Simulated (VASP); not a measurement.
Runs of VASP 6.6.1 on Nb. The structure is that of space group P6/mmm (No. 191), or close to it. The cells are those of the table. 

```csv
cell,k mesh,gap on the mesh (eV),pressure (GPa)
"a = 4.592, b = 4.592, c = 2.524 Å, angles 90.0, 90.0, 120.0°, 3 atoms",9 × 9 × 13,none,30.3
"a = 4.792, b = 4.792, c = 2.634 Å, angles 90.0, 90.0, 120.0°, 3 atoms",9 × 9 × 13,none,(a)
"a = 4.792, b = 4.792, c = 2.634 Å, angles 90.0, 90.0, 120.0°, 3 atoms",8 × 8 × 11,none,(b)
"a = 4.917, b = 4.917, c = 2.703 Å, angles 90.0, 90.0, 120.0°, 3 atoms",9 × 9 × 13,none,-12.3
"a = 4.728, b = 4.728, c = 2.599 Å, angles 90.0, 90.0, 120.0°, 3 atoms",9 × 9 × 13,none,8.2
```

Alike in all rows: task single point; level LDA; potentials or basis VASP PAW LDA potentials, release 64 (Nb_sv); no spin polarisation; cutoff (eV) 520; smearing fermi-dirac 0.1 eV.

Question: Estimate the missing entries.

Answer: (a) 0.0; (b) -0.1.

A k mesh can miss the band edges, and the runs leave out spin-orbit coupling on Nb.

A gap of «none» marks levels without a gap at the run's occupations.
